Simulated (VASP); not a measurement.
**CdSe (CsCl type): single point with PBE**

CdSe (CsCl type):

```
Cd Se
1.0
     3.18733    0.00000    0.00000
     0.00000    3.18733    0.00000
     0.00000    0.00000    3.18733
Cd Se
1 1
Direct
  0.00000 0.00000 0.00000
  0.50000 0.50000 0.50000
```

This cell differs from its parent crystal: volume scaled by 0.72.

| Property | Result |
| --- | --- |
| Program | VASP 6.6.1 |
| Task | single point |
| Functional | PBE |
| Potentials or basis | VASP PAW PBE potentials, release 64 (Cd, Se) |
| Cutoff | 520 eV |
| k mesh | 12 × 12 × 12 |
| Occupations | fermi-dirac, width 0.05 eV |
| Spin | no spin polarisation |
| Dipole correction | no |
| Further INCAR settings | ALGO = Normal; EDIFF = 1e-06; NBANDS = 16 |

| Quantity | Value |
| --- | --- |
| Pressure | 43.3 GPa |
| Band gap on the k mesh | zero (band 9 reaches 7.21 eV, above the bottom of band 10 at 5.50 eV) |

Levels at points of the mesh, in eV from the Fermi level:
```csv
k point,band 6,band 7,band 8,band 9,band 10,band 11,band 12,band 13
"(0.00, 0.00, 0.00)",-8.91,-1.84,-1.84,-1.84,-0.15,5.95,5.95,13.93
"(0.50, 0.00, 0.00)",-8.87,-7.35,0.45,0.45,3.69,6.17,6.27,7.00
"(0.50, 0.50, 0.00)",-8.07,-6.59,-6.59,-1.91,0.38,8.65,8.65,9.04
"(0.50, 0.50, 0.50)",-8.53,-2.60,-2.60,-2.60,0.38,0.38,0.38,2.99
```

Wall time 20 s on 1 thread of Intel Xeon 6975P-C, with other jobs on the host, peak memory 0.17 GiB.
